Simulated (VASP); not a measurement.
Input of a VASP 6.6.1 run:

Contents of INCAR:

```
SYSTEM = Zr
PREC = Accurate ; ENCUT = 520
EDIFF = 1E-6 ; ISMEAR = 0
SIGMA = 0.1 ; LREAL = .FALSE.
LASPH = .TRUE. ; NELM = 100
ALGO = Normal ; ISIF = 2
LWAVE = .FALSE. ; LCHARG = .TRUE.
GGA = PE ; LELF = .TRUE.
LVHAR = .TRUE. ; NBANDS = 25
```

The input KPOINTS:

```
regular mesh
0
G
  12 12 14
  0 0 0
```

The input POSCAR:

```
Zr
1.0
    5.0423649870      0.0000000000      0.0000000000
   -2.5211824935      4.3668161739      0.0000000000
    0.0000000000      0.0000000000      3.1491838132
Zr
3
Direct
    0.6666666667      0.3333333333      0.5000000000
    0.3333333333      0.6666666667      0.5000000000
    0.0000000000      0.0000000000      0.0000000000
```

Potentials or basis: VASP PAW PBE potentials, release 64 (Zr_sv).

Command:

```sh
$ cat potpaw_PBE.64/Zr_sv/POTCAR > POTCAR
$ mpirun -np 1 vasp_std > vasp.out
```

Q: Estimate the pressure.

A: 0.0 GPa.

Q: What does it give for the band gap on the k mesh?

A: Zero (band 18 reaches 9.27 eV, above the bottom of band 19 at 8.72 eV).
